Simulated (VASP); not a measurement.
CdSe:

```
CELL_PARAMETERS angstrom
4.68352 0.00000 0.00000
-2.34176 4.05605 0.00000
0.00000 0.00000 5.63071
ATOMIC_POSITIONS crystal
Cd 0.33333 0.66667 0.00000
Cd 0.66667 0.33333 0.50000
Se 0.33333 0.66667 0.50000
Se 0.66667 0.33333 0.00000
```

```yaml
Program: VASP 6.6.1
Task: relaxation of cell and atoms
Functional: PBEsol
Potentials_or_basis: VASP PAW PBE potentials, release 64 (Cd, Se)
Cutoff: 500 eV
k_mesh: 6 × 6 × 4
Occupations: gaussian, width 0.1 eV
Spin: no spin polarisation
```

At the start: pressure 0.4 GPa; volume 26.74 Å³/atom.

Problem. How do energy, volume and symmetry change on relaxing?

Solution. Over 10 steps the energy falls by 14.0 meV/atom and the volume is 26.90 Å³/atom (+0.6 %); space group P6_3/mmc (No. 194, to 0.1 Å) before and after.

The path:
```csv
step,energy change (eV),largest force (eV/Å),pressure (GPa),volume (Å³)
1,0.0000,0.0000,0.36,106.96
2,-0.0396,0.0000,-0.24,107.86
3,-0.0525,0.0000,-0.69,109.07
4,-0.0534,0.0000,-0.64,108.83
5,-0.0548,0.0000,0.41,106.90
6,-0.0560,0.0000,-0.03,107.68
7,-0.0560,0.0000,-0.04,107.71
8,-0.0560,0.0000,-0.02,107.66
9,-0.0560,0.0000,-0.01,107.62
10,-0.0560,0.0000,-0.01,107.61
```

Final structure:
```yaml
crystal:
  lattice:
    - [4.58730, 0.00000, 0.00000]
    - [-2.29365, 3.97272, 0.00000]
    - [0.00000, 0.00000, 5.90500]
  atoms:
    - { symbol: Cd, position: [0.33333, 0.66667, 0.00000] }
    - { symbol: Cd, position: [0.66667, 0.33333, 0.50000] }
    - { symbol: Se, position: [0.33333, 0.66667, 0.50000] }
    - { symbol: Se, position: [0.66667, 0.33333, 0.00000] }
```

Caveat: the PAW data sets were made with another functional, which shifts forces and pressure a little.
